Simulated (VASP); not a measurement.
## AlRu: single point with PBE

The system is AlRu.

```xyz
2
Lattice="3.0813 0.0000 0.0000 0.0000 3.0813 0.0000 0.0000 0.0000 3.0813" Properties=species:S:1:pos:R:3 pbc="T T T"
Al    0.0000    0.0000    0.0000
Ru    1.5407    1.5407    1.5407
```

This cell differs from its parent crystal: strain +0.030 along x and y, +0.030 along z.

```json
{
 "Program": "VASP 6.6.1",
 "Task": "single point",
 "Functional": "PBE",
 "Potentials or basis": "VASP PAW PBE potentials, release 64 (Al, Ru_pv)",
 "Cutoff": "520 eV",
 "k mesh": "16 × 16 × 16",
 "Occupations": "gaussian, width 0.15 eV",
 "Spin": "no spin polarisation"
}
```

```
Pressure : -13.1 GPa
```

Levels at points of the mesh, in eV from the Fermi level:
```csv
k point,band 5,band 6,band 7,band 8,band 9,band 10,band 11,band 12,band 13,band 14
"(0.00, 0.00, 0.00)",-3.12,-3.12,0.14,0.14,0.14,5.65,5.65,5.65,10.45,10.45
"(0.50, 0.00, 0.00)",-5.33,-2.42,-1.44,-1.44,0.35,1.97,7.46,10.56,10.56,11.63
"(0.50, 0.50, 0.00)",-2.73,-1.31,-1.31,-1.02,-1.02,1.31,4.74,5.36,9.88,12.14
"(0.50, 0.50, 0.50)",-4.17,-4.17,1.39,1.39,2.02,3.93,3.93,3.93,7.73,7.73
```

Run time: 15 s on 1 thread of Intel(R) Xeon(R) 6975P-C (Granite Rapids) (shared host), peak memory 0.19 GiB.

Caveat: the cell differs from its parent crystal (strain +0.030 along x and y, +0.030 along z).
